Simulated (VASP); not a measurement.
A run of VASP 6.6.1:

File INCAR:

```
SYSTEM = SiNi
AGGAC    = 1.0          
AGGAX    = 1.0          
ALDAC    = 0.0          
ALDAX    = 1.0          
ALGO     = Normal         ! electronic algorithm
EDIFF    = 1E-6           ! SCF threshold, eV
ENCUT    = 520            ! plane-wave cutoff, eV
GGA      = B5             ! functional
ISIF     = 2              ! what is computed and relaxed
ISMEAR   = -1             ! smearing method
ISPIN    = 2              ! spin polarisation
IVDW     = 12             ! dispersion correction
LASPH    = .TRUE.         ! aspherical terms in the spheres
LCHARG   = .FALSE.        ! write CHGCAR
LMAXMIX  = 4              ! l up to which the mixer works
LORBIT   = 11             ! projections on sites
LREAL    = .FALSE.        ! projectors in reciprocal space
LWAVE    = .FALSE.        ! write WAVECAR
MAGMOM   = 1 1 1 1 0 0 0 0 ! initial moments
NBANDS   = 42             ! bands
NELM     = 150            ! most SCF steps
PREC     = Accurate       ! precision mode
SIGMA    = 0.05           ! smearing width, eV
VDW_A1   = 0.4298       
VDW_A2   = 4.2359       
VDW_S6   = 1.0          
VDW_S8   = 2.6996
```

File KPOINTS:

```
k-points
0
G
  6 6 6
  0 0 0
```

Contents of POSCAR:

```
SiNi
1.0
    4.4606496762      0.0000000000      0.0000000000
    0.0000000000      4.4606496762      0.0000000000
    0.0000000000      0.0000000000      4.4606496762
Ni Si
4 4
Direct
    0.1499250700      0.1499250700      0.1499250700
    0.6499250700      0.3500749300      0.8500749300
    0.8500749300      0.6499250700      0.3500749300
    0.3500749300      0.8500749300      0.6499250700
    0.8462646405      0.8462646405      0.8462646405
    0.3462646405      0.6537353595      0.1537353595
    0.1537353595      0.3462646405      0.6537353595
    0.6537353595      0.1537353595      0.3462646405
```

Potentials or basis: VASP PAW PBE potentials, release 64 (Ni, Si).

Launch:

```console
$ cat potpaw_PBE.64/Ni/POTCAR potpaw_PBE.64/Si/POTCAR > POTCAR
$ mpirun -np 1 vasp_std > vasp.out
```

Hardware: 1 thread of Intel(R) Xeon(R) Platinum 8259CL CPU @ 2.50GHz (Skylake/Cascade Lake), on a shared host.

Q: How long does it take, and how much memory?

A: Wall time 3 min on 1 thread of Intel(R) Xeon(R) Platinum 8259CL CPU @ 2.50GHz (Skylake/Cascade Lake), on a shared host, peak memory 0.31 GiB. Counts: scf iterations 16, k points 24.
